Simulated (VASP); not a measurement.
P, 1 atom in the cell. The structure is cubic, space group Pm-3m (No. 221). The conventional cell has a = 2.447 Å, b = 2.447 Å, c = 2.447 Å, α = 90.00°, β = 90.00°, γ = 90.00°. P (site symmetry m-3m) has 6 P at 2.45 Å within 3.2 Å. This isn't the form of P at room conditions, which is orthorhombic.

* Program: VASP 6.6.1
* Task: vibrations by perturbation theory
* Functional: PBE
* Potentials or basis: VASP PAW PBE potentials, release 64 (P)
* Cutoff: 520 eV
* k mesh: 24 × 24 × 24
* Occupations: fermi-dirac, width 0.15 eV
* Spin: no spin polarisation
* Dipole correction: no
* Further INCAR settings: ALGO = Normal; EDIFF = 1e-08; IBRION = 8; NSW = 1

Potentials or basis: VASP PAW PBE potentials, release 64 (P).

Launch:

```console
$ cat potpaw_PBE.64/P/POTCAR > POTCAR
$ mpirun -np 1 vasp_std > vasp.out
```

Hardware: 1 thread of Intel Xeon 8259CL, on a shared host.

How long does it take, and how much memory?

Run time: 2.3 min on 1 thread of Intel Xeon 8259CL (shared host), peak memory 0.31 GiB. Counts: scf iterations 24, k points 455.
